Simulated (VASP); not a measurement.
Write the native input for VASP 6.6.1 that does the following.

| Quantity | Value |
| --- | --- |
| Task | single point |
| Functional | r2SCAN |
| Potentials or basis | VASP PAW PBE potentials, release 64 (Se) |
| Cutoff | 520 eV |
| k mesh | 14 × 14 × 14 |
| Occupations | fermi-dirac, width 0.1 eV |
| Spin | no spin polarisation |
| Dipole correction | no |
| Further INCAR settings | ALGO = Normal; EDIFF = 1e-06; NBANDS = 9 |

The system is Se.

```
Se
1.0
     0.00000    2.14091    2.14091
     2.14091    0.00000    2.14091
     2.14091    2.14091    0.00000
Se
1
Direct
  0.00000 0.00000 0.00000
```

This isn't the form of Se at room conditions, which is trigonal, of chains.

These files were run (other wordings do the same):

POSCAR

```
Se
1.0
    0.0000000000      2.1409125182      2.1409125182
    2.1409125182      0.0000000000      2.1409125182
    2.1409125182      2.1409125182      0.0000000000
Se
1
Direct
    0.0000000000      0.0000000000      0.0000000000
```

INCAR.step1

```
ALGO     = Normal         # electronic algorithm
EDIFF    = 1E-4           # SCF threshold, eV
ENCUT    = 520            # plane-wave cutoff, eV
GGA      = PE             # functional
ISMEAR   = -1             # smearing method
LASPH    = T              # aspherical terms in the spheres
LCHARG   = F              # write CHGCAR
LREAL    = F              # projectors in reciprocal space
LWAVE    = T              # write WAVECAR
NBANDS   = 9              # bands
NELM     = 80             # most SCF steps
PREC     = Accurate       # precision mode
SIGMA    = 0.1            # smearing width, eV
```

INCAR.step2

```
ALGO     = Normal         # electronic algorithm
EDIFF    = 1E-6           # SCF threshold, eV
ENCUT    = 520            # plane-wave cutoff, eV
ISIF     = 2              # what is computed and relaxed
ISMEAR   = -1             # smearing method
ISTART   = 1            
LASPH    = T              # aspherical terms in the spheres
LCHARG   = T              # write CHGCAR
LELF     = T              # ELF
LMIXTAU  = T            
LREAL    = F              # projectors in reciprocal space
LVHAR    = T            
LWAVE    = F              # write WAVECAR
METAGGA  = R2SCAN         # meta-GGA
NBANDS   = 9              # bands
NELM     = 80             # most SCF steps
PREC     = Accurate       # precision mode
SIGMA    = 0.1            # smearing width, eV
```

KPOINTS

```
k-points
0
Gamma
  14 14 14
```

Potentials or basis: VASP PAW PBE potentials, release 64 (Se).

Command:

```console
$ cat potpaw_PBE.64/Se/POTCAR > POTCAR
$ cp INCAR.step1 INCAR
$ mpirun -np 1 vasp_std > vasp.out
$ cp INCAR.step2 INCAR
$ mpirun -np 1 vasp_std > vasp.out
```

Results of the run:

```
Pressure               : 2.9 GPa
Band gap on the k mesh : zero (bands 3 and 4 overlap by 5.70 eV)
```

Caveat: the PAW data sets were made with another functional, which shifts forces and pressure a little.

Run time: 34 s on 1 thread of Intel(R) Xeon(R) Platinum 8375C CPU @ 2.90GHz (Ice Lake) (shared host), peak memory 0.15 GiB.
